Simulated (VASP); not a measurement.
# Sn (Fd-3m) in VASP: single point with PBE

Aim: the single point of Sn with PBE.

All numbers are computed with VASP 6.6.1; they aren't measurements. Logs are shortened: lines on timing, memory, paths and dates and some standing lists are left out, and cuts for length are marked.

## 1. The cell of the first run

The structure is cubic, space group Fd-3m (No. 227). The conventional cell has a = 6.656 Å, b = 6.656 Å, c = 6.656 Å, α = 90.00°, β = 90.00°, γ = 90.00°. Within 3.8 Å of Sn (site symmetry -43m) lie 4 Sn at 2.88 Å.

This isn't the form of Sn at room conditions, which is tetragonal (white tin).

## 2. Single point, PBE, non-collinear spin, zero start, spin-orbit coupling

Contents of INCAR:

```
SYSTEM = Sn
ALGO = Normal ; EDIFF = 1E-6
ENCUT = 520 ; GGA = PE
GGA_COMPAT = .False. ; ISIF = 2
ISMEAR = -1 ; LASPH = .True.
LCHARG = .False. ; LORBIT = 11
LORBMOM = .True. ; LREAL = .False.
LSORBIT = .True. ; LWAVE = .False.
MAGMOM = 0 0 0 0 0 0 ; NBANDS = 40
NELM = 150 ; PREC = Accurate
SIGMA = 0.05
```

Contents of KPOINTS:

```
k-points
0
Gamma
  11 11 11
  0 0 0
```

Contents of POSCAR:

```
Sn
1.0
    0.0000000000      3.3278166072      3.3278166072
    3.3278166072      0.0000000000      3.3278166072
    3.3278166072      3.3278166072      0.0000000000
Sn
2
Direct
   -0.1250000000     -0.1250000000     -0.1250000000
    0.1250000000      0.1250000000      0.1250000000
```

Potentials or basis: VASP PAW PBE potentials, release 64 (Sn_d).

Launch:

```
$ cat potpaw_PBE.64/Sn_d/POTCAR > POTCAR
$ mpirun -np 1 vasp_ncl > vasp.out
```

OUTCAR:

```text
SYSTEM = Sn
   EDIFF = 1E-6
   ENCUT = 520
   GGA = PE
   ISIF = 2
   ISMEAR = -1
   LASPH = .True.
   LORBIT = 11
   LREAL = .False.
   LSORBIT = .True.
   NELM = 150
   PREC = Accurate

 ion  position               nearest neighbor table
   1  0.875  0.875  0.875-   2 2.88   2 2.88   2 2.88   2 2.88
   2  0.125  0.125  0.125-   1 2.88   1 2.88   1 2.88   1 2.88

  LATTYP: Found a face centered cubic cell.
 ALAT       =     6.6556332144

  Lattice vectors:

 A1 = (   0.0000000000,   3.3278166072,   3.3278166072)
 A2 = (   3.3278166072,   0.0000000000,   3.3278166072)
 A3 = (   3.3278166072,   3.3278166072,   0.0000000000)

Analysis of symmetry for initial positions (statically):
=====================================================================
 Subroutine PRICEL returns:
 Original cell was already a primitive cell.

 Routine SETGRP: Setting up the symmetry group for a
 face centered cubic supercell.

 Subroutine GETGRP returns: Found 48 space group operations
 (whereof 12 operations were pure point group operations)
 out of a pool of 48 trial point group operations.

The static configuration has the point symmetry D_3d.
 The point group associated with its full space group is O_h .

Analysis of symmetry for dynamics (positions and initial velocities):
=====================================================================
 Subroutine PRICEL returns:
 Original cell was already a primitive cell.

 Routine SETGRP: Setting up the symmetry group for a
 face centered cubic supercell.

 Subroutine GETGRP returns: Found 48 space group operations
 (whereof 12 operations were pure point group operations)
 out of a pool of 48 trial point group operations.

The dynamic configuration has the point symmetry D_3d.
 The point group associated with its full space group is O_h .

Analysis of structural, dynamic, and magnetic symmetry:
=====================================================================
 Subroutine PRICEL returns:
 Original cell was already a primitive cell.

 Routine SETGRP: Setting up the symmetry group for a
 face centered cubic supercell.

 Subroutine GETGRP returns: Found 48 space group operations
 (whereof 12 operations were pure point group operations)
 out of a pool of 48 trial point group operations.

The overall configuration has the point symmetry D_3d.
 The point group associated with its full space group is O_h .

 Subroutine INISYM returns: Found 48 space group operations
 (whereof 12 operations are pure point group operations),
 and found     1 'primitive' translations

----------------------------------------------------------------------------------------

                                     Primitive cell

  volume of cell :      73.7069

  direct lattice vectors                    reciprocal lattice vectors
     0.000000000  3.327816607  3.327816607    -0.150248664  0.150248664  0.150248664
     3.327816607  0.000000000  3.327816607     0.150248664 -0.150248664  0.150248664
     3.327816607  3.327816607  0.000000000     0.150248664  0.150248664 -0.150248664

  length of vectors
     4.706243379  4.706243379  4.706243379     0.260238320  0.260238320  0.260238320

  position of ions in fractional coordinates (direct lattice)
     0.875000000  0.875000000  0.875000000
     0.125000000  0.125000000  0.125000000

  ion indices of the primitive-cell ions
   primitive index   ion index
                 1           1
                 2           2

----------------------------------------------------------------------------------------

 KPOINTS: k-points

Automatic generation of k-mesh.
 Grid dimensions read from file:
 generate k-points for:   11   11   11

 Generating k-lattice:

  Cartesian coordinates                     Fractional coordinates (reciprocal lattice)
    -0.013658969  0.013658969  0.013658969     0.090909091  0.000000000  0.000000000
     0.013658969 -0.013658969  0.013658969     0.000000000  0.090909091  0.000000000
     0.013658969  0.013658969 -0.013658969     0.000000000  0.000000000  0.090909091

  Length of vectors
     0.023658029  0.023658029  0.023658029

  Shift w.r.t. Gamma in fractional coordinates (k-lattice)
     0.000000000  0.000000000  0.000000000

 Subroutine IBZKPT returns following result:
 ===========================================

 Found     56 irreducible k-points:

 Following reciprocal coordinates:
            Coordinates               Weight
  0.000000  0.000000  0.000000      1.000000
  0.090909  0.000000  0.000000      8.000000
  0.181818  0.000000  0.000000      8.000000
[... 45 lines left out ...]
   NFREE  =      0    steps in history (QN), initial steepest desc. (CG)
   ISIF   =      2    stress and relaxation
   ISYM   =      2    0-nonsym 1-usesym 2-fastsym
   POTIM  = 0.5000    time-step for ionic-motion
   TEBEG  =    0.0;   TEEND  =   0.0 temperature during run
   PSTRESS=    0.0 pullay stress
   NELECT =      28.0000    total number of electrons
   NUPDOWN=      -1.0000    fix difference up-down
   EMIN   =  10.00;   EMAX   =-10.00  energy-range for DOS
   EFERMI =   0.00;   METHOD = LEGACY
   ISMEAR =    -1;   SIGMA  =   0.05  broadening in eV -4-tet -1-fermi 0-gaus
   EFERMI_NEDOS =   21; number of points for ismear=-14 and -15
   IALGO  =     38    algorithm
   IMIX   =      4    mixing-type and parameters
     AMIX     =   0.40;   BMIX     =  1.00
     AMIX_MAG =   1.60;   BMIX_MAG =  1.00
  volume/ion in A,a.u.               =      36.85       248.70
  Fermi-wavevector in a.u.,A,eV,Ry     =   1.185654  2.240562 19.126749  1.405776
  Thomas-Fermi vector in A             =   2.321844
   LORBIT       =     11    0 simple, 1 ext, 2 COOP (PROOUT), +10 PAW based schemes
   GGA     = PE    functional components
   LHFCALC =     F    Hartree Fock is set to
   AEXX    =    0.0000 exact exchange contribution
   IVDW    =     0    specifies the selected vdW correction
   LEPSILON=     F    determine dielectric tensor
   LRPA    =     F    only Hartree local field effects (RPA)
  energy-cutoff  :      520.00
  volume of cell :       73.71
 maximum number of plane-waves:      4008
   NGX = 17   NGY = 17   NGZ = 17

 number of electron      28.0000008 magnetization       0.0000000      0.0000000     -0.0000000

 number of electron      28.0000008 magnetization       0.0000000      0.0000000      0.0000000

 number of electron      28.0000008 magnetization      -0.0000000     -0.0000000     -0.0000000

 number of electron      28.0000008 magnetization       0.0000000     -0.0000000     -0.0000000

 Free energy of the ion-electron system (eV)
  ---------------------------------------------------
  ext. energy  EPLUGINS =         0.00000000
  ---------------------------------------------------
  free energy    TOTEN  =        -7.80769179 eV

  energy without entropy =       -7.80615305  energy(sigma->0) =       -7.80692242

 E-fermi :   4.8570     XC(G=0):  -8.5472

 val. band max:        4.8311747729   @ k =   0.3636   0.0000   0.0000
 cond. band min:       5.0119304712   @ k =   0.2727   0.0000   0.0000
 fundamental gap:      0.1807556983
 Fermi energy:         4.8569921587

 k-point     1 :       0.0000    0.0000    0.0000
  band No.  band energies     occupation
      1     -17.1886      1.00000
      2     -17.1886      1.00000
      3     -17.1886      1.00000
      4     -17.1886      1.00000
      5     -17.1079      1.00000
      6     -17.1079      1.00000
[... 1021 lines left out ...]
     39      12.2543      0.00000
     40      12.2543      0.00000

 [... further k-points ...]

------------------------ aborting loop because EDIFF is reached ----------------------------------------

  FORCE on cell =-STRESS in cart. coord.  units (eV):
  Direction    XX          YY          ZZ          XY          YZ          ZX
  --------------------------------------------------------------------------------------
  -------------------------------------------------------------------------------------
  Total       -0.0034622     -0.0034622     -0.0034622      0.0000000     -0.0000000     -0.0000000
  in kB       -0.0752582     -0.0752582     -0.0752582      0.0000000     -0.0000000     -0.0000000
  external PRESSURE =      -0.0752582 kB  Pullay stress =       0.0000000 kB

 VOLUME and BASIS-vectors are now :
 -----------------------------------------------------------------------------
  energy-cutoff  :      520.00
  volume of cell :       73.71
      direct lattice vectors                 reciprocal lattice vectors
     0.000000000  3.327816607  3.327816607    -0.150248664  0.150248664  0.150248664
     3.327816607  0.000000000  3.327816607     0.150248664 -0.150248664  0.150248664
     3.327816607  3.327816607  0.000000000     0.150248664  0.150248664 -0.150248664

 POSITION                                       TOTAL-FORCE (eV/Angst)
 -----------------------------------------------------------------------------------
      5.82368      5.82368      5.82368        -0.000000     -0.000000      0.000000
      0.83195      0.83195      0.83195         0.000000      0.000000     -0.000000
 -----------------------------------------------------------------------------------
    total drift:                               -0.000000      0.000000      0.000000

  FREE ENERGIE OF THE ION-ELECTRON SYSTEM (eV)
  ---------------------------------------------------
  free  energy   TOTEN  =        -7.8076917940 eV

  energy  without entropy=       -7.8061530483  energy(sigma->0) =       -7.80692242

 orbital moment (x)

 # of ion     p       d       tot
 ----------------------------------------
  1         0.000  -0.000  -0.000
  2         0.000   0.000   0.000
 ----------------------------------------
            0.000  -0.000  -0.000

 orbital moment (y)

 # of ion     p       d       tot
 ----------------------------------------
  1         0.000  -0.000  -0.000
  2         0.000  -0.000  -0.000
 ----------------------------------------
            0.000  -0.000  -0.000

 orbital moment (z)

 # of ion     p       d       tot
 ----------------------------------------
  1         0.000  -0.000  -0.000
  2         0.000  -0.000  -0.000
 ----------------------------------------
            0.000  -0.000  -0.000

 Spin-Orbit-Coupling matrix elements

 Ion:    1  E_soc:     -0.1156841
 l=   1
     0.0000000    -0.0130817    -0.0130817
    -0.0130817     0.0000000    -0.0130817
    -0.0130817    -0.0130817     0.0000000
 l=   2
     0.0000000    -0.0012310     0.0000000    -0.0012310    -0.0049680
    -0.0012310     0.0000000    -0.0037260    -0.0012310    -0.0012420
     0.0000000    -0.0037260     0.0000000    -0.0037260     0.0000000
    -0.0012310    -0.0012310    -0.0037260     0.0000000    -0.0012420
    -0.0049680    -0.0012420     0.0000000    -0.0012420     0.0000000
 l=   3
     0.0000000     0.0000000     0.0000000     0.0000000     0.0000000     0.0000000     0.0000000
     0.0000000     0.0000000     0.0000000     0.0000000     0.0000000     0.0000000     0.0000000
     0.0000000     0.0000000     0.0000000     0.0000000     0.0000000     0.0000000     0.0000000
     0.0000000     0.0000000     0.0000000     0.0000000     0.0000000     0.0000000     0.0000000
     0.0000000     0.0000000     0.0000000     0.0000000     0.0000000     0.0000000     0.0000000
     0.0000000     0.0000000     0.0000000     0.0000000     0.0000000     0.0000000     0.0000000
     0.0000000     0.0000000     0.0000000     0.0000000     0.0000000     0.0000000     0.0000000

 Ion:    2  E_soc:     -0.1156841
 l=   1
     0.0000000    -0.0130817    -0.0130817
    -0.0130817     0.0000000    -0.0130817
    -0.0130817    -0.0130817     0.0000000
 l=   2
     0.0000000    -0.0012310     0.0000000    -0.0012310    -0.0049680
    -0.0012310     0.0000000    -0.0037260    -0.0012310    -0.0012420
     0.0000000    -0.0037260     0.0000000    -0.0037260     0.0000000
    -0.0012310    -0.0012310    -0.0037260     0.0000000    -0.0012420
    -0.0049680    -0.0012420     0.0000000    -0.0012420     0.0000000
 l=   3
     0.0000000     0.0000000     0.0000000     0.0000000     0.0000000     0.0000000     0.0000000
     0.0000000     0.0000000     0.0000000     0.0000000     0.0000000     0.0000000     0.0000000
     0.0000000     0.0000000     0.0000000     0.0000000     0.0000000     0.0000000     0.0000000
     0.0000000     0.0000000     0.0000000     0.0000000     0.0000000     0.0000000     0.0000000
     0.0000000     0.0000000     0.0000000     0.0000000     0.0000000     0.0000000     0.0000000
     0.0000000     0.0000000     0.0000000     0.0000000     0.0000000     0.0000000     0.0000000
     0.0000000     0.0000000     0.0000000     0.0000000     0.0000000     0.0000000     0.0000000

 total charge

# of ion       s       p       d       tot
------------------------------------------
    1        1.178   1.140   9.960  12.278
    2        1.178   1.140   9.960  12.278
--------------------------------------------------
tot          2.355   2.280  19.921  24.556

 magnetization (x)

# of ion       s       p       d       tot
------------------------------------------
    1       -0.000  -0.000  -0.000  -0.000
    2       -0.000   0.000   0.000   0.000
--------------------------------------------------
tot         -0.000   0.000   0.000  -0.000

 magnetization (y)

# of ion       s       p       d       tot
------------------------------------------
    1        0.000  -0.000   0.000  -0.000
    2        0.000  -0.000   0.000  -0.000
--------------------------------------------------
tot          0.000  -0.000   0.000  -0.000

 magnetization (z)

# of ion       s       p       d       tot
------------------------------------------
    1        0.000  -0.000  -0.000  -0.000
    2       -0.000   0.000   0.000   0.000
--------------------------------------------------
tot         -0.000   0.000  -0.000  -0.000
```

Run time: 9.1 min. Hardware: 1 thread of Intel Xeon 8259CL, shared host; peak memory 0.5 GiB.

What came out:

| Property | Result |
| --- | --- |
| Free energy | -7.8077 eV |
| Pressure | 0.0 GPa |
| Net moment | 0.00 μB per cell |
| Valence electrons inside the program's atomic spheres | Sn 12.28 |

Moments on the atoms (μB; x, y, z):
```
Sn  0.00 0.00 0.00
Sn  0.00 0.00 0.00
```
